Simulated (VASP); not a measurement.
# V (Im-3m) in VASP: notebook, part 2 of 2

VASP 6.6.1.

## Step 3: Single point, PBE, collinear spin, ferromagnetic start

Contents of INCAR:

```
  ALGO = Normal
  EDIFF = 1E-6
  ENCUT = 500
  GGA = PE
  GGA_COMPAT = F
  ISIF = 2
  ISMEAR = 0
  ISPIN = 2
  LASPH = T
  LCHARG = F
  LMAXMIX = 4
  LORBIT = 11
  LREAL = F
  LWAVE = F
  MAGMOM = 0.51
  NBANDS = 16
  NELM = 200
  PREC = Accurate
  SIGMA = 0.1
```

Contents of KPOINTS:

```
k-points
0
Gamma
  6 6 6
```

Contents of POSCAR:

```
V
1.0
   -1.5130000000      1.5130000000      1.5130000000
    1.5130000000     -1.5130000000      1.5130000000
    1.5130000000      1.5130000000     -1.5130000000
V
1
Direct
    0.7580000000      0.1920000000      0.3880000000
```

Potentials or basis: VASP PAW PBE potentials, release 64 (V_sv).

Launch:

```bash
> cat potpaw_PBE.64/V_sv/POTCAR > POTCAR
> mpirun -np 1 vasp_std > vasp.out
```

OUTCAR:

```text
EDIFF = 1E-6
   ENCUT = 500
   GGA = PE
   ISIF = 2
   ISMEAR = 0
   ISPIN = 2
   LASPH = T
   LORBIT = 11
   LREAL = F
   NELM = 200
   PREC = Accurate

 ion  position               nearest neighbor table
   1  0.758  0.192  0.388-

  LATTYP: Found a body centered cubic cell.
 ALAT       =     3.0260000000

  Lattice vectors:

 A1 = (  -1.5130000000,   1.5130000000,   1.5130000000)
 A2 = (   1.5130000000,  -1.5130000000,   1.5130000000)
 A3 = (   1.5130000000,   1.5130000000,  -1.5130000000)

Analysis of symmetry for initial positions (statically):
=====================================================================
 Subroutine PRICEL returns:
 Original cell was already a primitive cell.

 Routine SETGRP: Setting up the symmetry group for a
 body centered cubic supercell.

 Subroutine GETGRP returns: Found 48 space group operations
 (whereof  1 operations were pure point group operations)
 out of a pool of 48 trial point group operations.

The static configuration has the point symmetry C_1 .
 The point group associated with its full space group is O_h .

Analysis of symmetry for dynamics (positions and initial velocities):
=====================================================================
 Subroutine PRICEL returns:
 Original cell was already a primitive cell.

 Routine SETGRP: Setting up the symmetry group for a
 body centered cubic supercell.

 Subroutine GETGRP returns: Found 48 space group operations
 (whereof  1 operations were pure point group operations)
 out of a pool of 48 trial point group operations.

The dynamic configuration has the point symmetry C_1 .
 The point group associated with its full space group is O_h .

Analysis of structural, dynamic, and magnetic symmetry:
=====================================================================
 Subroutine PRICEL returns:
 Original cell was already a primitive cell.

 Routine SETGRP: Setting up the symmetry group for a
 body centered cubic supercell.

 Subroutine GETGRP returns: Found 48 space group operations
 (whereof  1 operations were pure point group operations)
 out of a pool of 48 trial point group operations.

The overall configuration has the point symmetry C_1 .
 The point group associated with its full space group is O_h .

 Subroutine INISYM returns: Found 48 space group operations
 (whereof  1 operations are pure point group operations),
 and found     1 'primitive' translations

----------------------------------------------------------------------------------------

                                     Primitive cell

  volume of cell :      13.8541

  direct lattice vectors                    reciprocal lattice vectors
    -1.513000000  1.513000000  1.513000000     0.000000000  0.330469266  0.330469266
     1.513000000 -1.513000000  1.513000000     0.330469266  0.000000000  0.330469266
     1.513000000  1.513000000 -1.513000000     0.330469266  0.330469266  0.000000000

  length of vectors
     2.620592872  2.620592872  2.620592872     0.467354118  0.467354118  0.467354118

  position of ions in fractional coordinates (direct lattice)
     0.758000000  0.192000000  0.388000000

  ion indices of the primitive-cell ions
   primitive index   ion index
                 1           1

[... 53 lines left out ...]
   PREC   = accura    normal or accurate (medium, high low for compatibility)
   ISTART =      0    job   : 0-new  1-cont  2-samecut
   ICHARG =      2    charge: 1-file 2-atom 10-const
   ISPIN  =      2    spin polarized calculation?
   LNONCOLLINEAR =      F non collinear calculations
   LSORBIT =      F    spin-orbit coupling
   LASPH  =      T    aspherical Exc in radial PAW
   ENCUT  =  500.0 eV  36.75 Ry    6.06 a.u.   4.78  4.78  4.78*2*pi/ulx,y,z
   NELM   =    200;   NELMIN=  2; NELMDL= -5     # of ELM steps
   EDIFF  = 0.1E-05   stopping-criterion for ELM
   LREAL  =      F    real-space projection
   EDIFFG = 0.1E-04   stopping-criterion for IOM
   NSW    =      0    number of steps for IOM
   IBRION =     -1    ionic relax: 0-MD 1-quasi-New 2-CG
   NFREE  =      0    steps in history (QN), initial steepest desc. (CG)
   ISIF   =      2    stress and relaxation
   ISYM   =      2    0-nonsym 1-usesym 2-fastsym
   POTIM  = 0.5000    time-step for ionic-motion
   TEBEG  =    0.0;   TEEND  =   0.0 temperature during run
   PSTRESS=    0.0 pullay stress
   NELECT =      13.0000    total number of electrons
   NUPDOWN=      -1.0000    fix difference up-down
   EMIN   =  10.00;   EMAX   =-10.00  energy-range for DOS
   EFERMI =   0.00;   METHOD = LEGACY
   ISMEAR =     0;   SIGMA  =   0.10  broadening in eV -4-tet -1-fermi 0-gaus
   EFERMI_NEDOS =   21; number of points for ismear=-14 and -15
   IALGO  =     38    algorithm
   IMIX   =      4    mixing-type and parameters
     AMIX     =   0.40;   BMIX     =  1.00
     AMIX_MAG =   1.60;   BMIX_MAG =  1.00
  volume/ion in A,a.u.               =      13.85        93.49
  Fermi-wavevector in a.u.,A,eV,Ry     =   1.602742  3.028744 34.950411  2.568783
  Thomas-Fermi vector in A             =   2.699515
   LORBIT       =     11    0 simple, 1 ext, 2 COOP (PROOUT), +10 PAW based schemes
   GGA     = PE    functional components
   LHFCALC =     F    Hartree Fock is set to
   AEXX    =    0.0000 exact exchange contribution
   IVDW    =     0    specifies the selected vdW correction
   LEPSILON=     F    determine dielectric tensor
   LRPA    =     F    only Hartree local field effects (RPA)
 spin polarized calculation
 Gauss-broadening in eV      SIGMA  =   0.10
  energy-cutoff  :      500.00
  volume of cell :       13.85
 maximum number of plane-waves:       370
   NGX =  9   NGY =  9   NGZ =  9

 number of electron      13.0000003 magnetization       0.6175541

 Free energy of the ion-electron system (eV)
  ---------------------------------------------------
  ext. energy  EPLUGINS =         0.00000000
  ---------------------------------------------------
  free energy    TOTEN  =        -8.95326247 eV

  energy without entropy =       -8.94710355  energy(sigma->0) =       -8.95018301

 E-fermi :   9.4033     XC(G=0): -12.7458

 val. band max:        9.3466419560   @ k =   0.1667   0.0000   0.0000
 cond. band min:       9.4136991007   @ k =   0.5000   0.5000   0.1667
 fundamental gap:      0.0670571447
 Fermi energy:         9.4033227077

 spin component 1

 k-point     1 :       0.0000    0.0000    0.0000
  band No.  band energies     occupation
      1     -54.5852      1.00000
      2     -27.9278      1.00000
      3     -27.9278      1.00000
      4     -27.9278      1.00000
      5       2.6249      1.00000
      6       9.5102      0.06528
[... 280 lines left out ...]
      2     -28.4943      1.00000
      3     -28.4943      1.00000
      4     -28.4943      1.00000
      5       6.3547      1.00000
      6       6.3547      1.00000
[... 8 lines left out ...]
     15      30.4487      0.00000
     16      40.9056      0.00000
 Fermi energy:         9.4033227077

 spin component 2

 k-point     1 :       0.0000    0.0000    0.0000
  band No.  band energies     occupation
      1     -54.1614      1.00000
      2     -27.5094      1.00000
      3     -27.5094      1.00000
      4     -27.5094      1.00000
      5       3.0642      1.00000
      6      10.0562      0.00000
[... 281 lines left out ...]
      3     -28.0711      1.00000
      4     -28.0711      1.00000
      5       6.6528      1.00000
      6       6.6528      1.00000
[... 8 lines left out ...]
     15      30.7478      0.00000
     16      41.5863      0.00000

------------------------ aborting loop because EDIFF is reached ----------------------------------------

  FORCE on cell =-STRESS in cart. coord.  units (eV):
  Direction    XX          YY          ZZ          XY          YZ          ZX
  --------------------------------------------------------------------------------------
  -------------------------------------------------------------------------------------
  Total       -0.3092169     -0.3092169     -0.3092169      0.0000000      0.0000000     -0.0000000
  in kB      -35.7599609    -35.7599609    -35.7599609      0.0000000      0.0000000     -0.0000000
  external PRESSURE =     -35.7599609 kB  Pullay stress =       0.0000000 kB

 VOLUME and BASIS-vectors are now :
 -----------------------------------------------------------------------------
  energy-cutoff  :      500.00
  volume of cell :       13.85
      direct lattice vectors                 reciprocal lattice vectors
    -1.513000000  1.513000000  1.513000000     0.000000000  0.330469266  0.330469266
     1.513000000 -1.513000000  1.513000000     0.330469266  0.000000000  0.330469266
     1.513000000  1.513000000 -1.513000000     0.330469266  0.330469266  0.000000000

 POSITION                                       TOTAL-FORCE (eV/Angst)
 -----------------------------------------------------------------------------------
     -0.26931      1.44340      0.85031        -0.000000     -0.000000     -0.000000
 -----------------------------------------------------------------------------------
    total drift:                               -0.000014      0.000017      0.000002

  FREE ENERGIE OF THE ION-ELECTRON SYSTEM (eV)
  ---------------------------------------------------
  free  energy   TOTEN  =        -8.9532624702 eV

  energy  without entropy=       -8.9471035535  energy(sigma->0) =       -8.95018301

 total charge

# of ion       s       p       d       tot
------------------------------------------
    1        2.332   6.215   3.056  11.604

 magnetization (x)

# of ion       s       p       d       tot
------------------------------------------
    1        0.010   0.051   0.427   0.487
```

Wall time 21 s (1 thread of AMD EPYC 7R13, shared host); peak memory 0.1 GiB.

What came out:

| Property | Result |
| --- | --- |
| Free energy | -8.9533 eV |
| Pressure | -3.6 GPa |
| Net moment | 0.62 μB per cell |
| Site moments | V +0.49 μB |
| Valence electrons inside the program's atomic spheres | V 11.60 |

Caveat: the k points lie up to 0.49 Å⁻¹ apart.

## Step 4: Single point, PBE, collinear spin, ferromagnetic start

Contents of INCAR:

```
SYSTEM = V
PREC = Accurate
ENCUT = 500
EDIFF = 1E-6
ISMEAR = 1
SIGMA = 0.0096
LREAL = .FALSE.
LASPH = .TRUE.
NELM = 200
ALGO = Normal
ISIF = 2
LWAVE = .FALSE.
LCHARG = .TRUE.
ISPIN = 2
MAGMOM = 0.51
LORBIT = 11
LMAXMIX = 4
GGA = PE
LELF = .TRUE.
LVHAR = .TRUE.
NBANDS = 16
GGA_COMPAT = .FALSE.
```

Contents of KPOINTS:

```
Automatic mesh
0
G
  6 6 6
  0 0 0
```

POSCAR: that of step 3 with these lines changed.

```diff
@@ -8,2 +8,2 @@
 Direct
-    0.7580000000      0.1920000000      0.3880000000
+    0.0000000000      0.0000000000      0.0000000000
```

Launch:

```bash
> cat potpaw_PBE.64/V_sv/POTCAR > POTCAR
> mpirun -np 1 vasp_std > vasp.out
```

It took 29 s on 1 thread of AMD EPYC 7R13, shared host; peak memory 0.1 GiB.

The run converged. Its results:

| Property | Result |
| --- | --- |
| Free energy | -8.9506 eV |
| Pressure | -3.8 GPa |
| Net moment | 0.64 μB per cell |
| Site moments | V +0.50 μB |
| Valence electrons inside the program's atomic spheres | V 11.61 |

Levels at points of the mesh, in eV from the Fermi level:
Spin up:
```tsv
k point	band 4	band 5	band 6	band 7	band 8	band 9	band 10	band 11
(0.00, 0.00, 0.00)	-37.35	-6.81	0.08	0.08	0.08	2.17	2.17	19.97
(0.50, 0.00, 0.00)	-37.35	-3.36	-1.40	1.26	2.12	2.51	3.66	9.54
(0.50, 0.50, 0.50)	-37.92	-3.08	-3.08	3.28	3.28	3.28	9.62	9.62
```
Spin down:
```csv
k point,band 3,band 4,band 5,band 6,band 7,band 8,band 9,band 10
"(0.00, 0.00, 0.00)",-36.92,-36.92,-6.35,0.64,0.64,0.64,2.43,2.43
"(0.50, 0.00, 0.00)",-37.18,-36.93,-2.90,-0.84,1.71,2.48,2.78,4.19
"(0.50, 0.50, 0.50)",-37.48,-37.48,-2.76,-2.76,3.82,3.82,3.82,10.16
```

Caveat: the k points lie up to 0.49 Å⁻¹ apart.

## Step 5: Single point, PBEsol+D3(BJ), collinear spin, ferromagnetic start

INCAR: that of step 4 with these lines changed.

```diff
@@ -4,4 +4,4 @@
 EDIFF = 1E-6
-ISMEAR = 1
-SIGMA = 0.0096
+ISMEAR = 0
+SIGMA = 0.1
 LREAL = .FALSE.
@@ -17,3 +17,4 @@
 LMAXMIX = 4
-GGA = PE
+GGA = PS
+IVDW = 12
 LELF = .TRUE.
```

Contents of KPOINTS:

```
regular mesh
0
G
  6 6 6
  0 0 0
```

POSCAR is that of step 4.

Launch:

```bash
> cat potpaw_PBE.64/V_sv/POTCAR > POTCAR
> mpirun -np 1 vasp_std > vasp.out
```

Wall time 14 s (1 thread of AMD EPYC 7R13, shared host); peak memory 0.11 GiB.

Results (log left out):

| Quantity | Value |
| --- | --- |
| Free energy | -10.2084 eV |
| Pressure | -17.8 GPa |
| Net moment | 0.61 μB per cell |
| Site moments | V +0.48 μB |
| Valence electrons inside the program's atomic spheres | V 11.61 |
| Dispersion energy per atom | -0.642 eV |

Levels at points of the mesh, in eV from the Fermi level:
Spin up:
| k point | band 3 | band 4 | band 5 | band 6 | band 7 | band 8 | band 9 | band 10 | band 11 | band 12 |
| --- | --- | --- | --- | --- | --- | --- | --- | --- | --- | --- |
| (0.00, 0.00, 0.00) | -37.18 | -37.18 | -6.78 | 0.13 | 0.13 | 0.13 | 2.17 | 2.17 | 20.02 | 20.02 |
| (0.50, 0.00, 0.00) | -37.44 | -37.19 | -3.33 | -1.36 | 1.31 | 2.13 | 2.51 | 3.72 | 9.58 | 15.46 |
| (0.50, 0.50, 0.50) | -37.75 | -37.75 | -3.07 | -3.07 | 3.34 | 3.34 | 3.34 | 9.64 | 9.64 | 9.64 |
Spin down:
```tsv
k point	band 4	band 5	band 6	band 7	band 8	band 9
(0.00, 0.00, 0.00)	-36.77	-6.35	0.64	0.64	0.64	2.46
(0.50, 0.00, 0.00)	-36.78	-2.90	-0.85	1.73	2.49	2.80
(0.50, 0.50, 0.50)	-37.34	-2.75	-2.75	3.84	3.84	3.84
```

Caveat: the k points lie up to 0.49 Å⁻¹ apart; three body term missing; the PAW data sets were made with another functional, which shifts forces and pressure a little; pairwise dispersion overbinds metals, which lowers pressure and volume.

## Step 6: Single point, PBE, collinear spin, ferromagnetic start

Contents of INCAR:

```
PREC = Accurate ; ENCUT = 500
EDIFF = 1E-6 ; ISMEAR = 1
SIGMA = 0.065 ; LREAL = False
LASPH = True ; NELM = 200
ALGO = Normal ; ISIF = 2
LWAVE = False ; LCHARG = True
ISPIN = 2 ; MAGMOM = 0.51
LORBIT = 11 ; LMAXMIX = 4
GGA = PE ; LELF = True
LVHAR = True ; NBANDS = 16
GGA_COMPAT = False
```

Contents of KPOINTS:

```
regular mesh
0
Gamma
  6 6 6
```

POSCAR is that of step 5.

Potentials or basis: VASP PAW PBE potentials, release 64 (V_sv).

Launch:

```bash
> cat potpaw_PBE.64/V_sv/POTCAR > POTCAR
> mpirun -np 1 vasp_std > vasp.out
```

Run time: 14 s. Hardware: 1 thread of AMD EPYC 7R13, shared host; peak memory 0.1 GiB.

It converged, with:

- Free energy: -8.9507 eV
- Pressure: -3.9 GPa
- Net moment: 0.64 μB per cell
- Site moments: V +0.50 μB
- Valence electrons inside the program's atomic spheres: V 11.61

Levels at points of the mesh, in eV from the Fermi level:
Spin up:
```
           k point  band 5  band 6  band 7  band 8  band 9  band 10
(0.00, 0.00, 0.00)   -6.83    0.08    0.08    0.08    2.16     2.16
(0.50, 0.00, 0.00)   -3.37   -1.40    1.24    2.11    2.50     3.65
(0.50, 0.50, 0.50)   -3.09   -3.09    3.28    3.28    3.28     9.60
```
Spin down:
| k point | band 2 | band 3 | band 4 | band 5 | band 6 | band 7 | band 8 | band 9 | band 10 | band 11 |
| --- | --- | --- | --- | --- | --- | --- | --- | --- | --- | --- |
| (0.00, 0.00, 0.00) | -36.93 | -36.93 | -36.93 | -6.36 | 0.63 | 0.63 | 0.63 | 2.42 | 2.42 | 20.43 |
| (0.50, 0.00, 0.00) | -37.75 | -37.18 | -36.93 | -2.91 | -0.85 | 1.70 | 2.47 | 2.77 | 4.19 | 10.00 |
| (0.50, 0.50, 0.50) | -37.49 | -37.49 | -37.49 | -2.77 | -2.77 | 3.81 | 3.81 | 3.81 | 10.15 | 10.15 |

Caveat: the k points lie up to 0.49 Å⁻¹ apart.

## Step 7: Summary

```tsv
level	smearing	gap on the mesh (eV)	pressure (GPa)	moment (μB)
PBE	gaussian 0.1 eV	none	-3.6	0.62
PBE	methfessel-paxton 0.0096 eV	none	-3.8	0.64
PBEsol+D3(BJ)	gaussian 0.1 eV	none	-17.8	0.61
PBE	methfessel-paxton 0.065 eV	none	-3.9	0.64
```

Alike in all rows: task single point; potentials or basis VASP PAW PBE potentials, release 64 (V_sv); spin collinear, ferromagnetic start; cell as given; k mesh 6 × 6 × 6; cutoff (eV) 500.

Caveats: all runs use coarse meshes; three body term missing (some runs); the PAW data sets were made with another functional, which shifts forces and pressure a little (some runs); pairwise dispersion overbinds metals, which lowers pressure and volume (some runs).

Absolute energies hang on the potentials; compare differences alone.
